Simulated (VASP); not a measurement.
Input of a VASP 6.6.1 run:

File INCAR:

```
ALGO = Normal ; EDIFF = 1E-6
ENCUT = 520 ; GGA = RP
ISIF = 2 ; ISMEAR = -1
LASPH = True ; LCHARG = False
LREAL = False ; LWAVE = False
NBANDS = 12 ; NELM = 60
PREC = Accurate ; SIGMA = 0.1
```

The input KPOINTS:

```
k-points
0
Gamma
  12 12 12
```

Contents of POSCAR:

```
Y
1.0
   -2.1031407396      2.1031407396      2.1031407396
    2.1031407396     -2.1031407396      2.1031407396
    2.1031407396      2.1031407396     -2.1031407396
Y
1
Direct
    0.0000000000      0.0000000000      0.0000000000
```

Potentials or basis: VASP PAW PBE potentials, release 64 (Y_sv).

Launch:

```bash
$ cat potpaw_PBE.64/Y_sv/POTCAR > POTCAR
$ mpirun -np 1 vasp_std > vasp.out
```

Q: Estimate the pressure.

A: -2.6 GPa.

Caveat: the PAW data sets were made with another functional, which shifts forces and pressure a little.
